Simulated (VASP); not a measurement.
Set up this calculation in VASP 6.6.1, as the native input.

```
Task                   : single point
Functional             : PBE
Potentials or basis    : VASP PAW PBE potentials, release 64 (Cd, Sn_d)
Cutoff                 : 520 eV
k mesh                 : 6 × 6 × 6
Occupations            : gaussian, width 0.1 eV
Spin                   : no spin polarisation
Dipole correction      : no
Further INCAR settings : ALGO = Normal; EDIFF = 1e-06; NBANDS = 26
```

The structure of Cd2Sn lies in POSCAR:

```
Cd2Sn
1.0
    1.9364335359      1.1180004232      5.8485246431
   -1.9364335359      1.1180004232      5.8485246431
    0.0000000000     -2.2360008465      5.8485246431
Cd Sn
2 1
Direct
    0.7500000000      0.7500000000      0.7500000000
    0.2500000000      0.2500000000      0.2500000000
    0.0000000000      0.0000000000      0.0000000000
```

One way to write it, as run:

INCAR

```
ALGO     = Normal         # electronic algorithm
EDIFF    = 1E-6           # SCF threshold, eV
ENCUT    = 520            # plane-wave cutoff, eV
GGA      = PE             # functional
ISIF     = 2              # what is computed and relaxed
ISMEAR   = 0              # smearing method
LASPH    = T              # aspherical terms in the spheres
LCHARG   = F              # write CHGCAR
LREAL    = F              # projectors in reciprocal space
LWAVE    = F              # write WAVECAR
NBANDS   = 26             # bands
NELM     = 80             # most SCF steps
PREC     = Accurate       # precision mode
SIGMA    = 0.1            # smearing width, eV
```

KPOINTS

```
k-points
0
Gamma
  6 6 6
```

Potentials or basis: VASP PAW PBE potentials, release 64 (Cd, Sn_d).

Run with:

```sh
$ cat potpaw_PBE.64/Cd/POTCAR potpaw_PBE.64/Sn_d/POTCAR > POTCAR
$ mpirun -np 1 vasp_std > vasp.out
```

Results of the run:

* Pressure: 15.5 GPa
* Largest force: 2.728 eV/Å
* Band gap on the k mesh: zero (bands 19 and 20 overlap by 3.34 eV)

Caveat: the stress differs along the axes, from 12 to 17 GPa; spin-orbit coupling is left out, which moves the levels of the heavy elements; forces of over 1 eV/Å act on the atoms, so gaps and moduli don't describe the material at rest.

Run time: 3.1 min on 1 thread of Oxide Virtual Turin-like Processor, with other jobs on the host, peak memory 0.29 GiB.
